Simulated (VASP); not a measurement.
**TePb: single point with PBE**

Crystal: TePb.

```
Pb Te
1.0
     0.00000    3.20248    3.20248
     3.20248    0.00000    3.20248
     3.20248    3.20248    0.00000
Pb Te
1 1
Cartesian
  0.0000 0.0000 0.0000
  3.2025 3.2025 3.2025
```

This cell differs from its parent crystal: strain -2.0%.

```yaml
Program: VASP 6.6.1
Task: single point
Functional: PBE
Potentials_or_basis: VASP PAW PBE potentials, release 64 (Pb_d, Te)
Cutoff: 520 eV
k_mesh: 4 × 4 × 4
Occupations: gaussian, width 0.01 eV
Spin: no spin polarisation
Dipole_correction: no
Further_INCAR_settings: ALGO = Normal; EDIFF = 1e-07; NBANDS = 17
```

| Property | Result |
| --- | --- |
| Pressure | 3.5 GPa |
| Band gap on the k mesh | 0.68 eV, direct |

Levels at points of the mesh, in eV from the valence-band top:
```csv
k point,band 7,band 8,band 9,band 10,band 11,band 12,band 13,band 14
"(0.00, 0.00, 0.00)",-5.54,-1.46,-1.46,-1.46,4.10,4.10,4.10,5.73
"(0.50, 0.00, 0.00)",-8.74,-0.98,-0.98,0.00,0.68,1.20,1.20,8.41
"(0.50, 0.50, 0.00)",-7.35,-4.72,-2.96,-2.96,3.16,5.56,5.56,6.86
```

It took 14 s on 1 thread of AMD EPYC 7R13 (shared host), peak memory 0.2 GiB.

Caveat: the k points lie up to 0.42 Å⁻¹ apart; the cell differs from its parent crystal (strain -2.0%); spin-orbit coupling is left out, which moves the levels of the heavy elements. A k mesh can miss the band edges.
